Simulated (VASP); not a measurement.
# WC (Fm-3m) in VASP: a series of runs

Runs on WC. Level: PBEsol. Tasks: relaxation of cell and atoms.

Everything below comes from runs of VASP 6.6.1. Logs are shortened: lines on timing, memory, paths and dates and some standing lists are left out, and cuts for length are marked.

### Step 1. The cell of the first run

The structure is cubic, space group Fm-3m (No. 225). Conventional cell: a = 4.385 Å, b = 4.385 Å, c = 4.385 Å, α = 90.00°, β = 90.00°, γ = 90.00°. Within 2.9 Å of W (site symmetry m-3m) lie 6 C at 2.19 Å. Within 2.9 Å of C (site symmetry m-3m) lie 6 W at 2.19 Å.

### Step 2. Relaxation of cell and atoms, PBEsol, target pressure 10 GPa, at which the enthalpy is minimised

File INCAR:

```
ALGO = Normal
EDIFF = 1E-6
EDIFFG = -0.02
ENCUT = 600
GGA = PS
IBRION = 2
ISIF = 3
ISMEAR = -1
LASPH = T
LCHARG = F
LREAL = F
LWAVE = F
NELM = 100
NSW = 80
PREC = Accurate
PSTRESS = 100.0
SIGMA = 0.05
```

File KPOINTS:

```
k-points
0
Gamma
  10 10 10
```

File POSCAR:

```
WC
1.0
    0.0000000000      2.1926840000      2.1926840000
    2.1926840000      0.0000000000      2.1926840000
    2.1926840000      2.1926840000      0.0000000000
W C
1 1
Direct
    0.0000000000      0.0000000000      0.0000000000
    0.5000000000      0.5000000000      0.5000000000
```

Potentials or basis: VASP PAW PBE potentials, release 64 (W_sv, C).

Command:

```
cat potpaw_PBE.64/W_sv/POTCAR potpaw_PBE.64/C/POTCAR > POTCAR
mpirun -np 1 vasp_std > vasp.out
```

OUTCAR:

```text
EDIFF = 1E-6
   EDIFFG = -0.02
   ENCUT = 600
   GGA = PS
   IBRION = 2
   ISIF = 3
   ISMEAR = -1
   LASPH = T
   LREAL = F
   NELM = 100
   NSW = 80
   PREC = Accurate
   PSTRESS = 100.0

 ion  position               nearest neighbor table
   1  0.000  0.000  0.000-   2 2.19   2 2.19   2 2.19   2 2.19   2 2.19   2 2.19
   2  0.500  0.500  0.500-   1 2.19   1 2.19   1 2.19   1 2.19   1 2.19   1 2.19

  LATTYP: Found a face centered cubic cell.
 ALAT       =     4.3853680000

  Lattice vectors:

 A1 = (   0.0000000000,   2.1926840000,   2.1926840000)
 A2 = (   2.1926840000,   0.0000000000,   2.1926840000)
 A3 = (   2.1926840000,   2.1926840000,   0.0000000000)

Analysis of symmetry for initial positions (statically):
=====================================================================
 Subroutine PRICEL returns:
 Original cell was already a primitive cell.

 Routine SETGRP: Setting up the symmetry group for a
 face centered cubic supercell.

 Subroutine GETGRP returns: Found 48 space group operations
 (whereof 48 operations were pure point group operations)
 out of a pool of 48 trial point group operations.

The static configuration has the point symmetry O_h .

Analysis of symmetry for dynamics (positions and initial velocities):
=====================================================================
 Subroutine PRICEL returns:
 Original cell was already a primitive cell.

 Routine SETGRP: Setting up the symmetry group for a
 face centered cubic supercell.

 Subroutine GETGRP returns: Found 48 space group operations
 (whereof 48 operations were pure point group operations)
 out of a pool of 48 trial point group operations.

The dynamic configuration has the point symmetry O_h .

 Subroutine INISYM returns: Found 48 space group operations
 (whereof 48 operations are pure point group operations),
 and found     1 'primitive' translations

----------------------------------------------------------------------------------------

                                     Primitive cell

  volume of cell :      21.0842

  direct lattice vectors                    reciprocal lattice vectors
     0.000000000  2.192684000  2.192684000    -0.228031034  0.228031034  0.228031034
     2.192684000  0.000000000  2.192684000     0.228031034 -0.228031034  0.228031034
     2.192684000  2.192684000  0.000000000     0.228031034  0.228031034 -0.228031034

  length of vectors
     3.100923451  3.100923451  3.100923451     0.394961337  0.394961337  0.394961337

  position of ions in fractional coordinates (direct lattice)
[... 93 lines left out ...]
   EFERMI =   0.00;   METHOD = LEGACY
   ISMEAR =    -1;   SIGMA  =   0.05  broadening in eV -4-tet -1-fermi 0-gaus
   EFERMI_NEDOS =   21; number of points for ismear=-14 and -15
   IALGO  =     38    algorithm
   IMIX   =      4    mixing-type and parameters
     AMIX     =   0.40;   BMIX     =  1.00
     AMIX_MAG =   1.60;   BMIX_MAG =  1.00
  volume/ion in A,a.u.               =      10.54        71.14
  Fermi-wavevector in a.u.,A,eV,Ry     =   1.553029  2.934800 32.815887  2.411900
  Thomas-Fermi vector in A             =   2.657319
   LORBIT       =      0    0 simple, 1 ext, 2 COOP (PROOUT), +10 PAW based schemes
   GGA     = PS    functional components
   LHFCALC =     F    Hartree Fock is set to
   AEXX    =    0.0000 exact exchange contribution
   IVDW    =     0    specifies the selected vdW correction
   LEPSILON=     F    determine dielectric tensor
   LRPA    =     F    only Hartree local field effects (RPA)
 conjugate gradient relaxation of ions
 non-spin polarized calculation
  energy-cutoff  :      600.00
  volume of cell :       21.08
 maximum number of plane-waves:       725
 NGX is ok and might be reduce to    28
   NGX = 13   NGY = 13   NGZ = 13

--------------------------------------- Ionic step        1  -------------------------------------------

 number of electron      18.0000001 magnetization

 Free energy of the ion-electron system (eV)
  ---------------------------------------------------
  ext. energy  EPLUGINS =         0.00000000
  ---------------------------------------------------
  free energy    TOTEN  =       -23.00076190 eV

  energy without entropy =      -22.99437215  energy(sigma->0) =      -22.99756702

------------------------ aborting loop because EDIFF is reached ----------------------------------------

  FORCE on cell =-STRESS in cart. coord.  units (eV):
  Direction    XX          YY          ZZ          XY          YZ          ZX
  --------------------------------------------------------------------------------------
  -------------------------------------------------------------------------------------
  Total       -1.2277541     -1.2277541     -1.2277541      0.0000000     -0.0000000     -0.0000000
  in kB      -93.2961781    -93.2961781    -93.2961781      0.0000000     -0.0000000     -0.0000000
  external PRESSURE =    -193.2961781 kB  Pullay stress =     100.0000000 kB
[... 101 lines left out ...]
--------------------------------------- Ionic step        4  -------------------------------------------

 number of electron      17.9999999 magnetization

 Free energy of the ion-electron system (eV)
  ---------------------------------------------------
  ext. energy  EPLUGINS =         0.00000000
  ---------------------------------------------------
  free energy    TOTEN  =       -23.00203581 eV

  energy without entropy =      -22.99594581  energy(sigma->0) =      -22.99899081

 E-fermi :  13.0680     XC(G=0): -14.1151

 val. band max:       12.9745107338   @ k =   0.3000   0.2000   0.1000
 cond. band min:      13.0866474995   @ k =  -0.1000   0.1000   0.0000
 fundamental gap:      0.1121367656
 Fermi energy:        13.0680219816

 k-point     1 :       0.0000    0.0000    0.0000
  band No.  band energies     occupation
      1     -62.3230      2.00000
      2     -26.3152      2.00000
      3     -26.3152      2.00000
      4     -26.3152      2.00000
      5      -3.2022      2.00000
      6      10.0639      2.00000
      7      10.0639      2.00000
      8      10.0639      2.00000
      9      11.8851      2.00000
     10      11.8851      2.00000
     11      11.8851      2.00000
     12      11.9951      2.00000
     13      11.9951      2.00000
[... 354 lines left out ...]
  band No.  band energies     occupation
      1     -62.2722      2.00000
      2     -26.8377      2.00000
      3     -26.5291      2.00000
      4     -26.5074      2.00000
      5      -0.6436      2.00000
      6       5.6838      2.00000
      7       7.1556      2.00000
      8       9.1968      2.00000
      9      10.1111      2.00000
     10      14.1473      0.00000
     11      15.6655      0.00000
     12      15.9921      0.00000
     13      19.8671      0.00000

 [... further k-points ...]
[... 5 lines left out ...]
  --------------------------------------------------------------------------------------
  -------------------------------------------------------------------------------------
  Total        1.2214935      1.2214935      1.2214935      0.0000000     -0.0000000     -0.0000000
  in kB       97.4804976     97.4804976     97.4804976      0.0000000     -0.0000000     -0.0000000
  external PRESSURE =      -2.5195024 kB  Pullay stress =     100.0000000 kB
[... 21 lines left out ...]
  energy  without entropy=      -22.9959458141  energy(sigma->0) =      -22.99899081

  enthalpy is  TOTEN    =       -21.7489713362 eV   P V=        1.2530644751

 reached required accuracy - stopping structural energy minimisation
```

CONTCAR:

```text
WC
   1.00000000000000
     0.0000000000000000    2.1571714716351287    2.1571714716351287
     2.1571714716351287   -0.0000000000000000    2.1571714716351287
     2.1571714716351287    2.1571714716351287   -0.0000000000000000
  W               C
     1     1
Direct
     1.0000000000000000    0.0000000000000000    1.0000000000000000
     0.5000000000000000    0.5000000000000000    0.5000000000000000

  0.00000000E+00  0.00000000E+00  0.00000000E+00
  0.00000000E+00  0.00000000E+00  0.00000000E+00
```

It took 31 s on 1 thread of Intel Xeon 6975P-C (Granite Rapids), shared host; peak memory 0.18 GiB.

Results:

| Item | Value |
| --- | --- |
| Free energy | -23.0020 eV |
| Relaxed volume | 10.04 Å³/atom |
| Relaxed cell | a = 3.051 Å, b = 3.051 Å, c = 3.051 Å, α = 60.00°, β = 60.00°, γ = 60.00° |
| Space group after relaxing (to 0.05 Å) | Fm-3m (No. 225) |
| Energy change on relaxing (the enthalpy is what falls) | -0.6 meV/atom |
| Ionic steps | 4 |
| Pressure after relaxing | 9.7 GPa |

The path:
```tsv
step	energy change (eV)	largest force (eV/Å)	pressure (GPa)	volume (Å³)
1	0.0000	0.0000	-9.33	21.08
2	0.7552	0.0000	91.47	17.44
3	-0.0038	0.0000	8.87	20.12
4	-0.0013	0.0000	9.75	20.08
```

Final structure:
```yaml
crystal:
  lattice:
    - [0.00000, 2.15717, 2.15717]
    - [2.15717, 0.00000, 2.15717]
    - [2.15717, 2.15717, 0.00000]
  atoms:
    - { symbol: W, position: [0.00000, 0.00000, 0.00000] }
    - { symbol: C, position: [0.50000, 0.50000, 0.50000] }
```

Caveat: the cell is relaxed towards a set pressure, so the enthalpy falls and the energy may rise; the bands computed are all filled at some k points, so no gap is given; the PAW data sets were made with another functional, which shifts forces and pressure a little; spin-orbit coupling is left out, which moves the levels of the heavy elements.

### Step 3. Relaxation of cell and atoms, PBEsol, target pressure 20 GPa, at which the enthalpy is minimised

File INCAR:

```
SYSTEM = WC
ALGO = Normal ; EDIFF = 1E-6
EDIFFG = -0.02 ; ENCUT = 600
GGA = PS ; IBRION = 2
ISIF = 3 ; ISMEAR = -1
LASPH = .TRUE. ; LCHARG = .FALSE.
LREAL = .FALSE. ; LWAVE = .FALSE.
NELM = 60 ; NSW = 80
PREC = Accurate ; PSTRESS = 200.0
SIGMA = 0.05
```

File KPOINTS:

```
k-points
0
G
  10 10 10
  0 0 0
```

POSCAR is that of step 2.

Potentials or basis: VASP PAW PBE potentials, release 64 (W_sv, C).

Command:

```
cat potpaw_PBE.64/W_sv/POTCAR potpaw_PBE.64/C/POTCAR > POTCAR
mpirun -np 1 vasp_std > vasp.out
```

Wall time 33 s (1 thread of Intel Xeon 6975P-C (Granite Rapids), shared host); peak memory 0.18 GiB.

The run converged. Its results:

| Item | Value |
| --- | --- |
| Free energy | -22.9605 eV |
| Relaxed volume | 9.81 Å³/atom |
| Relaxed cell | a = 3.028 Å, b = 3.028 Å, c = 3.028 Å, α = 60.00°, β = 60.00°, γ = 60.00° |
| Space group after relaxing (to 0.05 Å) | Fm-3m (No. 225) |
| Energy change on relaxing (the enthalpy is what falls) | +20.1 meV/atom |
| Ionic steps | 5 |
| Pressure after relaxing | 20.0 GPa |

The path:
```
step  energy change (eV)  largest force (eV/Å)  pressure (GPa)  volume (Å³)
   1              0.0000                0.0000           -9.33        21.08
   2              2.1922                0.0000          184.90        15.73
   3              0.0251                0.0000           16.88        19.76
   4              0.0365                0.0000           19.26        19.66
   5              0.0402                0.0000           20.00        19.63
```

Final structure:
```
CELL_PARAMETERS angstrom
0.00000 2.14093 2.14093
2.14093 0.00000 2.14093
2.14093 2.14093 0.00000
ATOMIC_POSITIONS crystal
W 0.00000 0.00000 0.00000
C 0.50000 0.50000 0.50000
```

Levels at points of the mesh, in eV from the Fermi level:
```csv
k point,band 5,band 6,band 7,band 8,band 9,band 10,band 11,band 12,band 13
"(0.00, 0.00, 0.00)",-16.47,-3.10,-3.10,-3.10,-1.23,-1.23,-1.23,-1.10,-1.10
"(0.50, 0.00, 0.00)",-11.32,-10.51,-7.16,-7.16,1.15,1.15,2.58,4.95,9.57
"(0.50, 0.50, 0.00)",-14.21,-6.42,-5.80,-2.65,-2.65,0.94,2.53,2.53,6.10
```

Caveat: the cell is relaxed towards a set pressure, so the enthalpy falls and the energy may rise; the bands computed are all filled at some k points, so no gap is given; the PAW data sets were made with another functional, which shifts forces and pressure a little; spin-orbit coupling is left out, which moves the levels of the heavy elements.

### Step 4. Relaxation of cell and atoms, PBEsol, target pressure 30 GPa, at which the enthalpy is minimised

File INCAR:

```
SYSTEM = WC
ALGO     = Normal         ! electronic algorithm
EDIFF    = 1E-6           ! SCF threshold, eV
EDIFFG   = -0.02          ! ionic threshold
ENCUT    = 600            ! plane-wave cutoff, eV
GGA      = PS             ! functional
IBRION   = 2              ! ionic algorithm
ISIF     = 3              ! what is computed and relaxed
ISMEAR   = -1             ! smearing method
LASPH    = .TRUE.         ! aspherical terms in the spheres
LCHARG   = .FALSE.        ! write CHGCAR
LREAL    = .FALSE.        ! projectors in reciprocal space
LWAVE    = .FALSE.        ! write WAVECAR
NELM     = 60             ! most SCF steps
NSW      = 80             ! ionic steps
PREC     = Accurate       ! precision mode
PSTRESS  = 300.0        
SIGMA    = 0.05           ! smearing width, eV
```

KPOINTS is that of step 3.

POSCAR is that of step 3.

Command:

```
cat potpaw_PBE.64/W_sv/POTCAR potpaw_PBE.64/C/POTCAR > POTCAR
mpirun -np 1 vasp_std > vasp.out
```

It took 32 s on 1 thread of Intel Xeon 6975P-C (Granite Rapids), shared host; peak memory 0.18 GiB.

It converged, with:

```yaml
Free_energy: -22.8993 eV
Relaxed_volume: 9.62 Å³/atom
Relaxed_cell: a = 3.007 Å, b = 3.007 Å, c = 3.007 Å, α = 60.00°, β = 60.00°, γ = 60.00°
Space_group_after_relaxing_to_0.05_Å: Fm-3m (No. 225)
Energy_change_on_relaxing_the_enthalpy_is_what_falls: +50.7 meV/atom
Ionic_steps: 5
Pressure_after_relaxing: 30.0 GPa
```

The path:
| step | energy change (eV) | largest force (eV/Å) | pressure (GPa) | volume (Å³) |
| --- | --- | --- | --- | --- |
| 1 | 0.0000 | 0.0000 | -9.33 | 21.08 |
| 2 | 4.6719 | 0.0000 | 323.88 | 14.13 |
| 3 | 0.0623 | 0.0000 | 23.96 | 19.47 |
| 4 | 0.0887 | 0.0000 | 28.14 | 19.30 |
| 5 | 0.1015 | 0.0000 | 30.02 | 19.23 |

Final structure:
```xyz
2
Lattice="0.0000 2.1265 2.1265 2.1265 0.0000 2.1265 2.1265 2.1265 0.0000" Properties=species:S:1:pos:R:3 pbc="T T T"
W     0.0000    0.0000    0.0000
C     2.1265    2.1265    2.1265
```

Levels at points of the mesh, in eV from the Fermi level:
```tsv
k point	band 7	band 8	band 9	band 10	band 11	band 12
(0.00, 0.00, 0.00)	-3.18	-3.18	-1.27	-1.27	-1.27	-1.12
(0.50, 0.00, 0.00)	-7.32	-7.32	1.20	1.20	2.68	4.98
(0.50, 0.50, 0.00)	-5.84	-2.68	-2.68	0.98	2.62	2.62
```

Caveat: the cell is relaxed towards a set pressure, so the enthalpy falls and the energy may rise; the bands computed are all filled at some k points, so no gap is given; the PAW data sets were made with another functional, which shifts forces and pressure a little; spin-orbit coupling is left out, which moves the levels of the heavy elements.

### Step 5. The runs side by side

| cell | pressure (GPa) |
| --- | --- |
| relaxed to 10 GPa | 9.7 |
| relaxed to 20 GPa | 20.0 |
| relaxed to 30 GPa | 30.0 |

Alike in all rows: task relaxation of cell and atoms; level PBEsol; potentials or basis VASP PAW PBE potentials, release 64 (W_sv, C); no spin polarisation; k mesh 10 × 10 × 10; cutoff (eV) 600; smearing fermi-dirac 0.05 eV.

Caveats: the cell is relaxed towards a set pressure, so the enthalpy falls and the energy may rise; the bands computed are all filled at some k points, so no gap is given; the PAW data sets were made with another functional, which shifts forces and pressure a little; spin-orbit coupling is left out, which moves the levels of the heavy elements.

Absolute energies hang on the potentials; compare differences alone.
